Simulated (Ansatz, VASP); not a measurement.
# BAs in VASP and in Ansatz

The input POSCAR:

```
BAs
1.0
    0.0000000000      2.3885000000      2.3885000000
    2.3885000000      0.0000000000      2.3885000000
    2.3885000000      2.3885000000      0.0000000000
As B
1 1
Direct
    0.7500000000      0.7500000000      0.7500000000
    0.0000000000      0.0000000000      0.0000000000
```

File INCAR.step1:

```
PREC = Accurate
ENCUT = 520
EDIFF = 1E-5
ISMEAR = 0
SIGMA = 0.01
LREAL = F
LASPH = T
NELM = 80
ALGO = Normal
ISIF = 2
LWAVE = T
LCHARG = F
GGA = PE
NBANDS = 11
```

INCAR.step2

```
PREC = Accurate
ENCUT = 520
EDIFF = 1E-6
ISMEAR = 0
SIGMA = 0.01
LREAL = F
LASPH = T
NELM = 80
ALGO = Normal
ISIF = 2
LWAVE = F
LCHARG = F
GGA = PE
LHFCALC = T
HFSCREEN = 0.2079
PRECFOCK = Normal
ISTART = 1
NBANDS = 11
```

KPOINTS

```
Automatic mesh
0
Gamma
  6 6 6
```

File input:

```
crystal:
  lattice:
    - [0.0, 2.3885, 2.3885]
    - [2.3885, 0.0, 2.3885]
    - [2.3885, 2.3885, 0.0]
  atoms:
    - { symbol: As, position: [0.75, 0.75, 0.75] }
    - { symbol: B, position: [0.0, 0.0, 0.0] }
kpoints:
  mp_grid: { grid: [6, 6, 6] }
  band_path:
    path:
      - [0.0, 0.0, 0.0]
      - [-0.5, -0.5, 0.0]
      - [-0.375, -0.375, 0.25]
      - [-0.375, 0.0, 0.375]
      - [0.0, 0.0, 0.5]
      - [-0.5, -0.25, 0.25]
      - [0.0, 0.398437, 0.398438]
    npoints: 1
hamiltonian:
  xc: hse06
scf:
  occupations: { method: fixed }
  n_extra_bands: 4
output:
  forces: true
  stress: true
  eigenvalues: true
```

Alike in both runs: functional HSE06; k mesh 6 × 6 × 6; no spin polarisation.

|  | VASP | Ansatz |
| --- | --- | --- |
| version | VASP 6.6.1 | Ansatz 0.2.0 |
| potentials or method | VASP PAW PBE potentials, release 64 (As, B) | Ansatz PAW |
| plane-wave cutoff (eV) | 520 | 420 |
| occupations | gaussian, width 0.01 eV | fixed |
| valence electrons in the cell | 8 | 18 |
| task | single point | band structure |

```tsv
	VASP	Ansatz	Ansatz less VASP
gap on the k mesh at the Fermi level (eV)	1.95	1.94	-0.008
least direct gap on the mesh (eV)	4.11	4.12	+0.004
pressure (GPa)	-0.6	-0.4	+0.11
```

VASP's potentials hold 8 valence electrons a cell and Ansatz's 18, so a difference there can come from the potentials and not from the codes.
